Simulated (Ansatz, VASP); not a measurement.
## TePb16O15: VASP beside Ansatz

Contents of INCAR:

```
SYSTEM = TePb16O15
ALGO = Normal
EDIFF = 1E-8
ENCUT = 520
GGA = PE
ISIF = 2
ISMEAR = -1
LASPH = .True.
LCHARG = .False.
LEFG = .True.
LREAL = Auto
LUSENCCL = .False.
LWAVE = .False.
NBANDS = 182
NELM = 100
PREC = Accurate
SIGMA = 0.01
```

File KPOINTS:

```
k-points
0
Gamma
  3 3 3
  0 0 0
```

POSCAR

```
TePb16O15
1.0
   -5.8931000000      5.4904000000      4.7528000000
    5.8931000000     -5.4904000000      4.7528000000
    5.8931000000      5.4904000000     -4.7528000000
Pb Te O
16 1 15
Direct
    0.6192000000      0.2398500000      0.6090500000
    0.1192000000      0.7398500000      0.6090500000
    0.1192000000      0.2398500000      0.1090500000
    0.6192000000      0.7398500000      0.1090500000
    0.3808000000      0.7601500000      0.3909500000
    0.8808000000      0.2601500000      0.3909500000
    0.8808000000      0.7601500000      0.8909500000
    0.3808000000      0.2601500000      0.8909500000
    0.6308000000      0.4898500000      0.3706500000
    0.1308000000      0.9898500000      0.3706500000
    0.1308000000      0.4898500000      0.8706500000
    0.6308000000      0.9898500000      0.8706500000
    0.3692000000      0.5101500000      0.6293500000
    0.8692000000      0.0101500000      0.6293500000
    0.8692000000      0.5101500000      0.1293500000
    0.3692000000      0.0101500000      0.1293500000
    0.1708500000      0.5576500000      0.4785000000
    0.6708500000      0.0576500000      0.4785000000
    0.6708500000      0.5576500000      0.9785000000
    0.1708500000      0.0576500000      0.9785000000
    0.8291500000      0.4423500000      0.5215000000
    0.3291500000      0.9423500000      0.5215000000
    0.3291500000      0.4423500000      0.0215000000
    0.8291500000      0.9423500000      0.0215000000
    0.5791500000      0.8076500000      0.6368000000
    0.0791500000      0.3076500000      0.6368000000
    0.0791500000      0.8076500000      0.1368000000
    0.5791500000      0.3076500000      0.1368000000
    0.4208500000      0.1923500000      0.3632000000
    0.9208500000      0.6923500000      0.3632000000
    0.9208500000      0.1923500000      0.8632000000
    0.4208500000      0.6923500000      0.8632000000
```

Input for Ansatz:

```yaml
crystal:
  lattice:
    - [-5.8931, 5.4904, 4.7528]
    - [5.8931, -5.4904, 4.7528]
    - [5.8931, 5.4904, -4.7528]
  atoms:
    - { symbol: Pb, position: [0.6192, 0.23985, 0.60905] }
    - { symbol: Pb, position: [0.1192, 0.73985, 0.60905] }
    - { symbol: Pb, position: [0.1192, 0.23985, 0.10905] }
    - { symbol: Pb, position: [0.6192, 0.73985, 0.10905] }
    - { symbol: Pb, position: [0.3808, 0.76015, 0.39095] }
    - { symbol: Pb, position: [0.8808, 0.26015, 0.39095] }
    - { symbol: Pb, position: [0.8808, 0.76015, 0.89095] }
    - { symbol: Pb, position: [0.3808, 0.26015, 0.89095] }
    - { symbol: Pb, position: [0.6308, 0.48985, 0.37065] }
    - { symbol: Pb, position: [0.1308, 0.98985, 0.37065] }
    - { symbol: Pb, position: [0.1308, 0.48985, 0.87065] }
    - { symbol: Pb, position: [0.6308, 0.98985, 0.87065] }
    - { symbol: Pb, position: [0.3692, 0.51015, 0.62935] }
    - { symbol: Pb, position: [0.8692, 0.01015, 0.62935] }
    - { symbol: Pb, position: [0.8692, 0.51015, 0.12935] }
    - { symbol: Pb, position: [0.3692, 0.01015, 0.12935] }
    - { symbol: Te, position: [0.17085, 0.55765, 0.4785] }
    - { symbol: O, position: [0.67085, 0.05765, 0.4785] }
    - { symbol: O, position: [0.67085, 0.55765, 0.9785] }
    - { symbol: O, position: [0.17085, 0.05765, 0.9785] }
    - { symbol: O, position: [0.82915, 0.44235, 0.5215] }
    - { symbol: O, position: [0.32915, 0.94235, 0.5215] }
    - { symbol: O, position: [0.32915, 0.44235, 0.0215] }
    - { symbol: O, position: [0.82915, 0.94235, 0.0215] }
    - { symbol: O, position: [0.57915, 0.80765, 0.6368] }
    - { symbol: O, position: [0.07915, 0.30765, 0.6368] }
    - { symbol: O, position: [0.07915, 0.80765, 0.1368] }
    - { symbol: O, position: [0.57915, 0.30765, 0.1368] }
    - { symbol: O, position: [0.42085, 0.19235, 0.3632] }
    - { symbol: O, position: [0.92085, 0.69235, 0.3632] }
    - { symbol: O, position: [0.92085, 0.19235, 0.8632] }
    - { symbol: O, position: [0.42085, 0.69235, 0.8632] }
kpoints:
  mp_grid: { grid: [3, 3, 3] }
scf:
  occupations: { method: fermi_dirac, width: 0.01 }
hamiltonian:
  xc: pbe
  pseudopotentials: { kind: paw }
output:
  forces: true
  stress: true
  populations: true
  efg: { quadrupole_moments_barn: { O: -0.02558 }, contact_densities: true }
```

Alike in both runs: task electric field gradients; functional PBE; k mesh 3 × 3 × 3; occupations fermi-dirac, width 0.01 eV; no spin polarisation.

|  | VASP | Ansatz |
| --- | --- | --- |
| version | VASP 6.6.1 | Ansatz 0.2.0 |
| potentials or method | VASP PAW PBE potentials, release 64 (Pb_d, Te, O) | plane-wave PAW, scalar-relativistic |
| plane-wave cutoff (eV) | 520 | 420 |
| valence electrons in the cell | 320 | 330 |

|  | VASP | Ansatz | Ansatz less VASP |
| --- | --- | --- | --- |
| gap on the k mesh at the Fermi level (eV) | 1.68 | 1.70 | +0.010 |
| pressure (GPa) | 14.2 | 14.1 | -0.08 |
| traceless stress, the component that is largest in VASP (GPa) | -3.37 | -3.37 | -0.001 |
| rms of the force components (eV/Å) | 2.572 | 2.566 | -0.0054 |
| size of Vzz on the site where it differs most (V/Å²) | 1120.9 | 1021.7 | -99.22 |

Atom by atom the forces differ by 0.022 eV/Å (rms over components). With one functional, cell and mesh, what is left measures potentials, basis and numerics. VASP's potentials hold 320 valence electrons a cell and Ansatz's 330, so a difference there can come from the potentials and not from the codes.

Spin-orbit coupling is off throughout.
